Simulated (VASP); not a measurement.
Set up this calculation in VASP 6.6.1, as the native input.

```
Task                   : single point
Functional             : PBE
Potentials or basis    : VASP PAW PBE potentials, release 64 (Be)
Cutoff                 : 520 eV
k mesh                 : 20 × 20 × 20
Occupations            : fermi-dirac, width 0.08 eV
Spin                   : no spin polarisation
Dipole correction      : no
Further INCAR settings : ALGO = Normal; EDIFF = 1e-06; NBANDS = 7
```

The structure of Be lies in POSCAR:

```
Be
1.0
    0.0000000000      1.5789013003      1.5789013003
    1.5789013003      0.0000000000      1.5789013003
    1.5789013003      1.5789013003      0.0000000000
Be
1
Direct
    0.0000000000      0.0000000000      0.0000000000
```

These files were run (other wordings do the same):

INCAR

```
PREC = Accurate
ENCUT = 520
EDIFF = 1E-6
ISMEAR = -1
SIGMA = 0.08
LREAL = False
LASPH = True
NELM = 100
ALGO = Normal
ISIF = 2
LWAVE = False
LCHARG = False
GGA = PE
NBANDS = 7
```

KPOINTS

```
Automatic mesh
0
Gamma
  20 20 20
```

Potentials or basis: VASP PAW PBE potentials, release 64 (Be).

The run is started by

```bash
$ cat potpaw_PBE.64/Be/POTCAR > POTCAR
$ mpirun -np 1 vasp_std > vasp.out
```

Results of the run:

```json
{
  "Pressure": "0.1 GPa",
  "Band gap on the k mesh": "zero (band 1 reaches 8.52 eV, above the bottom of band 2 at 7.51 eV)"
}
```

It took 7.5 s on 1 thread of Intel Xeon 6975P-C, with other jobs on the host, peak memory 0.12 GiB.
